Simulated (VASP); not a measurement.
Input of a VASP 6.6.1 run:

INCAR

```
ALGO = Normal
EDIFF = 1E-7
EDIFFG = -0.03
ENCUT = 600
GGA = PS
IBRION = 2
ISIF = 3
ISMEAR = 1
LASPH = True
LCHARG = False
LREAL = False
LWAVE = False
NELM = 100
NSW = 60
PREC = Accurate
SIGMA = 0.05
```

The input KPOINTS:

```
k-points
0
Gamma
  4 4 4
```

File POSCAR:

```
Ti3Nb
1.0
    4.1334330000      0.0000000000      0.0000000000
    0.0000000000      4.1334330000      0.0000000000
    0.0000000000      0.0000000000      4.1334330000
Ti Nb
3 1
Direct
    0.0000000000      0.5000000000      0.5000000000
    0.5000000000      0.0000000000      0.5000000000
    0.5000000000      0.5000000000      0.0000000000
    0.0000000000      0.0000000000      0.0000000000
```

Potentials or basis: VASP PAW PBE potentials, release 64 (Ti_sv, Nb_sv).

The run is started by

```bash
$ cat potpaw_PBE.64/Ti_sv/POTCAR potpaw_PBE.64/Nb_sv/POTCAR > POTCAR
$ mpirun -np 1 vasp_std > vasp.out
```

**Question.** What does it give for the space group after relaxing (to 0.05 Å)?

**Answer.** Pm-3m (No. 221).

**Question.** Predict the relaxed volume.

**Answer.** 16.85 Å³/atom.

The path:
| step | energy change (eV) | largest force (eV/Å) | pressure (GPa) | volume (Å³) |
| --- | --- | --- | --- | --- |
| 1 | 0.0000 | 0.0000 | -5.53 | 70.62 |
| 2 | -0.0077 | 0.0000 | 6.10 | 64.58 |
| 3 | -0.0590 | 0.0000 | -0.04 | 67.38 |

Caveat: the k points lie up to 0.39 Å⁻¹ apart in the final cell; the PAW data sets were made with another functional, which shifts forces and pressure a little.
